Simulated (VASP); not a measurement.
Here is a VASP 6.6.1 calculation.

The input INCAR:

```
ALGO = Normal
DIPOL = 0.5 0.5 0.336
EDIFF = 1E-6
ENCUT = 520
GGA = PE
IDIPOL = 3
ISIF = 2
ISMEAR = -1
LASPH = T
LCHARG = F
LDIPOL = T
LREAL = F
LWAVE = F
NBANDS = 18
NELM = 60
PREC = Accurate
SIGMA = 0.02
```

Contents of KPOINTS:

```
k-points
0
Gamma
  6 8 1
```

The input POSCAR:

```
As
1.0
    4.7592701474      0.0000000000      0.0000000000
    0.0000000000      3.5975602386      0.0000000000
    0.0000000000      0.0000000000     28.2703730404
As
4
Direct
    0.0739131883      0.0000000000      0.3778726542
    0.4260868117      0.5000000000      0.3778726542
    0.5739131883      0.5000000000      0.2942090327
    0.9260868117      0.0000000000      0.2942090327
```

Potentials or basis: VASP PAW PBE potentials, release 64 (As).

The run is started by

```console
$ cat potpaw_PBE.64/As/POTCAR > POTCAR
$ mpirun -np 1 vasp_std > vasp.out
```

Question: Predict the largest force.

Answer: 0.422 eV/Å.

Question: Estimate the band gap on the k mesh.

Answer: 0.80 eV.

Forces on the atoms (eV/Å):
```
As  -0.331  0.000  0.262
As   0.331  0.000  0.262
As  -0.331  0.000 -0.262
As   0.331  0.000 -0.262
```

Caveat: the cell differs from its parent crystal (strain -1.0%); semilocal functionals underestimate gaps, and a narrow one can read as zero.
